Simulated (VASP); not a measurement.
# Nd2H3 in VASP: notebook

The runs below take Nd2H3 through single point, relaxation of cell and atoms, with PBE.

All numbers are computed with VASP 6.6.1; they aren't measurements. Logs are shortened: lines on timing, memory, paths and dates and some standing lists are left out, and cuts for length are marked.

## (1) The cell of the first run

The typed cell holds 5 atoms: a = 4.941 Å, b = 4.941 Å, c = 4.015 Å, α = 90.00°, β = 90.00°, γ = 120.00°.

The cell was built from a structure type or drawn by symmetry, and may not be a known phase.

## (2) Single point, PBE

INCAR reads:

```
SYSTEM = Nd2H3
PREC = Accurate
ENCUT = 500
EDIFF = 1E-6
ISMEAR = 0
SIGMA = 0.1
LREAL = .FALSE.
LASPH = .TRUE.
NELM = 200
ALGO = Normal
ISIF = 2
LWAVE = .FALSE.
LCHARG = .TRUE.
GGA = PE
LELF = .TRUE.
LVHAR = .TRUE.
NBANDS = 20
GGA_COMPAT = .FALSE.
LMAXMIX = 6
```

KPOINTS reads:

```
Automatic mesh
0
G
  6 6 4
  0 0 0
```

POSCAR reads:

```
Nd2H3
1.0
    4.9412386427     -0.0000000031      0.0000000000
   -2.4706193186      4.2792381923      0.0000000000
    0.0000000000      0.0000000000      4.0146974690
Nd H
2 3
Direct
    0.3333333333      0.6666666667      0.8536848533
    0.6666666667      0.3333333333      0.3536776635
    0.8211247120      0.1788752880      0.8535853077
    0.8211247120      0.6422494240      0.8535853077
    0.3577505760      0.1788752880      0.8535853077
```

Potentials or basis: VASP PAW PBE potentials, release 64 (Nd_3, H), 4f in core.

Launch:

```sh
$ cat potpaw_PBE.64/Nd_3/POTCAR potpaw_PBE.64/H/POTCAR > POTCAR
$ mpirun -np 1 vasp_std > vasp.out
```

OUTCAR:

```text
SYSTEM = Nd2H3
   PREC = Accurate
   ENCUT = 500
   EDIFF = 1E-6
   ISMEAR = 0
   LREAL = .FALSE.
   LASPH = .TRUE.
   NELM = 200
   ISIF = 2
   GGA = PE

 ion  position               nearest neighbor table
   1  0.333  0.667  0.854-   2 3.49   2 3.49   2 3.49   2 3.49   2 3.49   2 3.49
   2  0.667  0.333  0.354-   1 3.49   1 3.49   1 3.49   1 3.49   1 3.49   1 3.49
   3  0.821  0.179  0.854-
   4  0.821  0.642  0.854-
   5  0.358  0.179  0.854-

  LATTYP: Found a hexagonal cell.
 ALAT       =     4.9412386427
 C/A-ratio  =     0.8124880742

  Lattice vectors:

 A1 = (   4.9412386427,  -0.0000000031,   0.0000000000)
 A2 = (  -2.4706193186,   4.2792381923,   0.0000000000)
 A3 = (   0.0000000000,   0.0000000000,   4.0146974690)

Analysis of symmetry for initial positions (statically):
=====================================================================
 Subroutine PRICEL returns:
 Original cell was already a primitive cell.

 Routine SETGRP: Setting up the symmetry group for a
 hexagonal supercell.

 Subroutine GETGRP returns: Found  6 space group operations
 (whereof  6 operations were pure point group operations)
 out of a pool of 24 trial point group operations.

The static configuration has the point symmetry C_3v.

Analysis of symmetry for dynamics (positions and initial velocities):
=====================================================================
 Subroutine PRICEL returns:
 Original cell was already a primitive cell.

 Routine SETGRP: Setting up the symmetry group for a
 hexagonal supercell.

 Subroutine GETGRP returns: Found  6 space group operations
 (whereof  6 operations were pure point group operations)
 out of a pool of 24 trial point group operations.

The dynamic configuration has the point symmetry C_3v.

 Subroutine INISYM returns: Found  6 space group operations
 (whereof  6 operations are pure point group operations),
 and found     1 'primitive' translations

----------------------------------------------------------------------------------------

                                     Primitive cell

  volume of cell :      84.8897

  direct lattice vectors                    reciprocal lattice vectors
     4.941238643 -0.000000003  0.000000000     0.202378406  0.116843227  0.000000000
    -2.470619319  4.279238192  0.000000000     0.000000000  0.233686454  0.000000000
     0.000000000  0.000000000  4.014697469     0.000000000  0.000000000  0.249084771

  length of vectors
     4.941238643  4.941238643  4.014697469     0.233686454  0.233686454  0.249084771

  position of ions in fractional coordinates (direct lattice)
     0.333333333  0.666666667  0.853684853
     0.666666667  0.333333333  0.353677664
     0.821124712  0.178875288  0.853585308
     0.821124712  0.642249424  0.853585308
     0.357750576  0.178875288  0.853585308

  ion indices of the primitive-cell ions
   primitive index   ion index
                 1           1
                 2           2
                 3           3
                 4           4
                 5           5

----------------------------------------------------------------------------------------

 KPOINTS: Automatic mesh

Automatic generation of k-mesh.
 Grid dimensions read from file:
 generate k-points for:    6    6    4

 Generating k-lattice:

  Cartesian coordinates                     Fractional coordinates (reciprocal lattice)
     0.033729734  0.019473871  0.000000000     0.166666667 -0.000000000  0.000000000
     0.000000000  0.038947742  0.000000000     0.000000000  0.166666667  0.000000000
     0.000000000  0.000000000  0.062271193     0.000000000  0.000000000  0.250000000

  Length of vectors
     0.038947742  0.038947742  0.062271193

  Shift w.r.t. Gamma in fractional coordinates (k-lattice)
     0.000000000  0.000000000  0.000000000

 Subroutine IBZKPT returns following result:
 ===========================================

 Found     24 irreducible k-points:

 Following reciprocal coordinates:
            Coordinates               Weight
  0.000000  0.000000  0.000000      1.000000
  0.166667 -0.000000  0.000000      6.000000
  0.333333 -0.000000  0.000000      6.000000
  0.500000 -0.000000  0.000000      3.000000
  0.166667  0.166667  0.000000      6.000000
  0.333333  0.166667  0.000000     12.000000
[... 16 lines left out ...]
  0.333333  0.166667  0.500000     12.000000
  0.333333  0.333333  0.500000      2.000000
   k-points           NKPTS =     24   k-points in BZ     NKDIM =     24   number of bands    NBANDS=     20
   number of dos      NEDOS =    301   number of ions     NIONS =      5
   total plane-waves  NPLWV =  38880
   dimension x,y,z NGX =    36 NGY =   36 NGZ =   30
   dimension x,y,z NGXF=    72 NGYF=   72 NGZF=   60
   ions per type =               2   3
   NGX,Y,Z   is equivalent  to a cutoff of  12.11, 12.11, 12.42 a.u.
   NGXF,Y,Z  is equivalent  to a cutoff of  24.22, 24.22, 24.85 a.u.
 SYSTEM =  Nd2H3
   PREC   = accura    normal or accurate (medium, high low for compatibility)
   ISTART =      0    job   : 0-new  1-cont  2-samecut
   ICHARG =      2    charge: 1-file 2-atom 10-const
   ISPIN  =      1    spin polarized calculation?
   LNONCOLLINEAR =      F non collinear calculations
   LSORBIT =      F    spin-orbit coupling
   LASPH  =      T    aspherical Exc in radial PAW
   ENCUT  =  500.0 eV  36.75 Ry    6.06 a.u.   9.01  9.01  7.32*2*pi/ulx,y,z
   NELM   =    200;   NELMIN=  2; NELMDL= -5     # of ELM steps
   EDIFF  = 0.1E-05   stopping-criterion for ELM
   LREAL  =      F    real-space projection
[... 7 lines left out ...]
   TEBEG  =    0.0;   TEEND  =   0.0 temperature during run
   PSTRESS=    0.0 pullay stress
   NELECT =      25.0000    total number of electrons
   NUPDOWN=      -1.0000    fix difference up-down
   EMIN   =  10.00;   EMAX   =-10.00  energy-range for DOS
   EFERMI =   0.00;   METHOD = LEGACY
   ISMEAR =     0;   SIGMA  =   0.10  broadening in eV -4-tet -1-fermi 0-gaus
   EFERMI_NEDOS =   21; number of points for ismear=-14 and -15
   IALGO  =     38    algorithm
   IMIX   =      4    mixing-type and parameters
     AMIX     =   0.40;   BMIX     =  1.00
     AMIX_MAG =   1.60;   BMIX_MAG =  1.00
  volume/ion in A,a.u.               =      16.98       114.57
  Fermi-wavevector in a.u.,A,eV,Ry     =   1.089189  2.058268 16.141027  1.186332
  Thomas-Fermi vector in A             =   2.225387
   LORBIT       =      0    0 simple, 1 ext, 2 COOP (PROOUT), +10 PAW based schemes
   GGA     = PE    functional components
   LHFCALC =     F    Hartree Fock is set to
   AEXX    =    0.0000 exact exchange contribution
   IVDW    =     0    specifies the selected vdW correction
   LEPSILON=     F    determine dielectric tensor
   LRPA    =     F    only Hartree local field effects (RPA)
 non-spin polarized calculation
 Gauss-broadening in eV      SIGMA  =   0.10
  energy-cutoff  :      500.00
  volume of cell :       84.89
 maximum number of plane-waves:      2190
   NGX = 17   NGY = 17   NGZ = 15

 number of electron      24.9999999 magnetization

 Free energy of the ion-electron system (eV)
  ---------------------------------------------------
  ext. energy  EPLUGINS =         0.00000000
  ---------------------------------------------------
  free energy    TOTEN  =       -20.74075213 eV

  energy without entropy =      -20.72303070  energy(sigma->0) =      -20.73189141

 E-fermi :   2.6843     XC(G=0):  -9.3576

 val. band max:        2.6548383542   @ k =   0.0000   0.1667   0.2500
 cond. band min:       2.7000228795   @ k =   0.3333   0.3333   0.5000
 fundamental gap:      0.0451845253
 Fermi energy:         2.6843083909

 k-point     1 :       0.0000    0.0000    0.0000
  band No.  band energies     occupation
      1     -35.5635      2.00000
      2     -35.3272      2.00000
      3     -16.9559      2.00000
      4     -16.9559      2.00000
      5     -16.7449      2.00000
      6     -16.3037      2.00000
[... 12 lines left out ...]
     19       6.8463      0.00000
     20       8.8754      0.00000

 k-point     2 :       0.1667   -0.0000    0.0000
  band No.  band energies     occupation
      1     -35.5508      2.00000
      2     -35.3396      2.00000
      3     -16.9889      2.00000
      4     -16.9475      2.00000
      5     -16.7088      2.00000
      6     -16.3433      2.00000
[... 12 lines left out ...]
     19       7.1785      0.00000
     20       7.8556      0.00000

 k-point     3 :       0.3333   -0.0000    0.0000
  band No.  band energies     occupation
      1     -35.5193      2.00000
      2     -35.3705      2.00000
      3     -17.0475      2.00000
      4     -16.9285      2.00000
      5     -16.6151      2.00000
      6     -16.4234      2.00000
[... 12 lines left out ...]
     19       6.5185      0.00000
     20       7.7333      0.00000

 k-point     4 :       0.5000   -0.0000    0.0000
  band No.  band energies     occupation
      1     -35.4970      2.00000
      2     -35.3925      2.00000
      3     -17.0742      2.00000
      4     -16.9174      2.00000
      5     -16.5396      2.00000
      6     -16.4643      2.00000
[... 12 lines left out ...]
     19       6.2003      0.00000
     20       7.1328      0.00000

 k-point     5 :       0.1667    0.1667    0.0000
  band No.  band energies     occupation
      1     -35.5283      2.00000
      2     -35.3617      2.00000
      3     -17.0517      2.00000
      4     -16.9084      2.00000
      5     -16.6427      2.00000
      6     -16.4174      2.00000
[... 12 lines left out ...]
     19       7.0557      0.00000
     20       7.6043      0.00000
[... 353 lines left out ...]
      6     -16.5788      2.00000
[... 12 lines left out ...]
     19       6.9358      0.00000
     20       6.9715      0.00000

 k-point    22 :       0.1667    0.1667    0.5000
  band No.  band energies     occupation
      1     -35.4688      2.00000
      2     -35.3920      2.00000
      3     -17.1156      2.00000
      4     -16.9834      2.00000
      5     -16.6626      2.00000
      6     -16.5775      2.00000
[... 12 lines left out ...]
     19       7.2488      0.00000
     20       7.2807      0.00000

 k-point    23 :       0.3333    0.1667    0.5000
  band No.  band energies     occupation
      1     -35.4678      2.00000
      2     -35.3914      2.00000
      3     -17.2193      2.00000
      4     -17.0712      2.00000
      5     -16.6823      2.00000
      6     -16.5872      2.00000
[... 12 lines left out ...]
     19       6.9985      0.00000
     20       7.0980      0.00000

 k-point    24 :       0.3333    0.3333    0.5000
  band No.  band energies     occupation
      1     -35.4675      2.00000
      2     -35.3912      2.00000
      3     -17.2439      2.00000
      4     -17.0937      2.00000
      5     -16.7016      2.00000
      6     -16.5972      2.00000
[... 12 lines left out ...]
     19       6.9246      0.00000
     20       7.2694      0.00000

------------------------ aborting loop because EDIFF is reached ----------------------------------------

  FORCE on cell =-STRESS in cart. coord.  units (eV):
  Direction    XX          YY          ZZ          XY          YZ          ZX
  --------------------------------------------------------------------------------------
  -------------------------------------------------------------------------------------
  Total       -0.0682147     -0.0682147      0.0891387     -0.0000000      0.0000000      0.0000000
  in kB       -1.2874595     -1.2874595      1.6823703     -0.0000000      0.0000000      0.0000000
  external PRESSURE =      -0.2975162 kB  Pullay stress =       0.0000000 kB

 VOLUME and BASIS-vectors are now :
 -----------------------------------------------------------------------------
  energy-cutoff  :      500.00
  volume of cell :       84.89
      direct lattice vectors                 reciprocal lattice vectors
     4.941238643 -0.000000003  0.000000000     0.202378406  0.116843227  0.000000000
    -2.470619319  4.279238192  0.000000000     0.000000000  0.233686454  0.000000000
     0.000000000  0.000000000  4.014697469     0.000000000  0.000000000  0.249084771

 POSITION                                       TOTAL-FORCE (eV/Angst)
 -----------------------------------------------------------------------------------
      0.00000      2.85283      3.42729        -0.000000      0.000000     -0.000901
      2.47062      1.42641      1.41991        -0.000000      0.000000     -0.001103
      3.61544      0.76545      3.42689        -0.015673      0.009049      0.000668
      2.47062      2.74834      3.42689        -0.000000     -0.018098      0.000668
      1.32580      0.76545      3.42689         0.015673      0.009049      0.000668
 -----------------------------------------------------------------------------------
    total drift:                               -0.000000      0.000000      0.000324

  FREE ENERGIE OF THE ION-ELECTRON SYSTEM (eV)
  ---------------------------------------------------
  free  energy   TOTEN  =       -20.7407521250 eV

  energy  without entropy=      -20.7230306986  energy(sigma->0) =      -20.73189141
```

It took 14 s on 1 thread of Intel Xeon 6975P-C (Granite Rapids), shared host; peak memory 0.2 GiB.

Results:

```
Free energy            : -20.7408 eV
Pressure               : 0.0 GPa
Largest force          : 0.018 eV/Å
Band gap on the k mesh : zero (an odd number of electrons rules out a gap without spin polarisation)
```

Forces in eV/Å, atoms in the order of the input:
```
Nd   0.000  0.000 -0.001
Nd   0.000  0.000 -0.001
H   -0.016  0.009  0.001
H    0.000 -0.018  0.001
H    0.016  0.009  0.001
```

Caveat: the k points lie up to 0.39 Å⁻¹ apart, too coarse for converged energies and pressures of a metal; spin-orbit coupling is left out, which moves the levels of the heavy elements; the 4f electrons are frozen in the core, so they carry no moment and show no levels.

## (3) Single point, PBE

This run uses another cell than the first one, of 16.94 Å³/atom.

INCAR reads:

```
SYSTEM = Nd2H3
PREC = Accurate
ENCUT = 500
EDIFF = 1E-6
ISMEAR = 0
SIGMA = 0.1
LREAL = .False.
LASPH = .True.
NELM = 200
ALGO = Normal
ISIF = 2
LWAVE = .False.
LCHARG = .False.
GGA = PE
NBANDS = 20
GGA_COMPAT = .False.
LMAXMIX = 6
```

KPOINTS reads:

```
regular mesh
0
Gamma
  12 12 10
  0 0 0
```

POSCAR reads:

```
Nd2H3
1.0
    4.9580807261      0.0000000000      0.0000000000
   -2.4790403630      4.2938238629      0.0000000000
    0.0000000000      0.0000000000      3.9777303154
Nd H
2 3
Direct
    0.3333333333      0.6666666667      0.5000000000
    0.6666666667      0.3333333333      0.0000000000
    0.8208293234      0.1791706766      0.5000000000
    0.8208293234      0.6416586469      0.5000000000
    0.3583413531      0.1791706766      0.5000000000
```

Potentials or basis: VASP PAW PBE potentials, release 64 (Nd_3, H), 4f in core.

Launch:

```sh
$ cat potpaw_PBE.64/Nd_3/POTCAR potpaw_PBE.64/H/POTCAR > POTCAR
$ mpirun -np 1 vasp_std > vasp.out
```

OUTCAR:

```text
SYSTEM = Nd2H3
   PREC = Accurate
   ENCUT = 500
   EDIFF = 1E-6
   ISMEAR = 0
   LREAL = .False.
   LASPH = .True.
   NELM = 200
   ISIF = 2
   GGA = PE

 ion  position               nearest neighbor table
   1  0.333  0.667  0.500-   2 3.49   2 3.49   2 3.49   2 3.49   2 3.49   2 3.49
   2  0.667  0.333  0.000-   1 3.49   1 3.49   1 3.49   1 3.49   1 3.49   1 3.49
   3  0.821  0.179  0.500-
   4  0.821  0.642  0.500-
   5  0.358  0.179  0.500-

[... 755 lines left out ...]
  --------------------------------------------------------------------------------------
  -------------------------------------------------------------------------------------
  Total       -0.0471443     -0.0471443      0.0776232     -0.0000000      0.0000000      0.0000000
  in kB       -0.8919620     -0.8919620      1.4686178     -0.0000000      0.0000000      0.0000000
  external PRESSURE =      -0.1051021 kB  Pullay stress =       0.0000000 kB

 VOLUME and BASIS-vectors are now :
 -----------------------------------------------------------------------------
  energy-cutoff  :      500.00
  volume of cell :       84.68
      direct lattice vectors                 reciprocal lattice vectors
     4.958080726  0.000000000  0.000000000     0.201690948  0.116446323  0.000000000
    -2.479040363  4.293823863  0.000000000     0.000000000  0.232892646  0.000000000
     0.000000000  0.000000000  3.977730315     0.000000000  0.000000000  0.251399648

 POSITION                                       TOTAL-FORCE (eV/Angst)
 -----------------------------------------------------------------------------------
     -0.00000      2.86255      1.98887         0.000000      0.000000      0.000000
      2.47904      1.43127      0.00000         0.000000      0.000000      0.000000
      3.62557      0.76933      1.98887         0.007909     -0.004567     -0.000000
      2.47904      2.75517      1.98887         0.000000      0.009133      0.000000
      1.33251      0.76933      1.98887        -0.007909     -0.004567     -0.000000
 -----------------------------------------------------------------------------------
    total drift:                                0.000000     -0.000000      0.000000

  FREE ENERGIE OF THE ION-ELECTRON SYSTEM (eV)
  ---------------------------------------------------
  free  energy   TOTEN  =       -20.7448798318 eV

  energy  without entropy=      -20.7293764849  energy(sigma->0) =      -20.73712816
```

It took 53 s on 1 thread of Intel Xeon 6975P-C (Granite Rapids), shared host; peak memory 0.29 GiB.

What came out:

```yaml
Free_energy: -20.7449 eV
Pressure: 0.0 GPa
Largest_force: 0.009 eV/Å
Band_gap_on_the_k_mesh: zero (an odd number of electrons rules out a gap without spin polarisation)
```

Forces on the atoms (eV/Å):
```
Nd   0.000  0.000  0.000
Nd   0.000  0.000  0.000
H    0.008 -0.005  0.000
H    0.000  0.009  0.000
H   -0.008 -0.005  0.000
```

Stress tensor (GPa, compression positive):
```
-0.09  0.00  0.00
 0.00 -0.09  0.00
 0.00  0.00  0.15
```

Levels at points of the mesh, in eV from the Fermi level:
| k point | band 10 | band 11 | band 12 | band 13 | band 14 | band 15 |
| --- | --- | --- | --- | --- | --- | --- |
| (0.00, 0.00, 0.00) | -3.17 | -3.17 | -2.35 | 1.18 | 1.18 | 1.28 |
| (0.50, 0.00, 0.00) | -4.10 | -1.92 | -1.66 | 0.65 | 0.94 | 1.06 |
| (0.00, 0.00, 0.50) | -4.18 | -4.18 | -0.84 | -0.76 | -0.76 | 4.50 |
| (0.50, 0.00, 0.50) | -3.60 | -3.19 | -1.21 | 0.34 | 1.27 | 1.33 |

Caveat: spin-orbit coupling is left out, which moves the levels of the heavy elements; the 4f electrons are frozen in the core, so they carry no moment and show no levels.

[end of part 1 of 3]
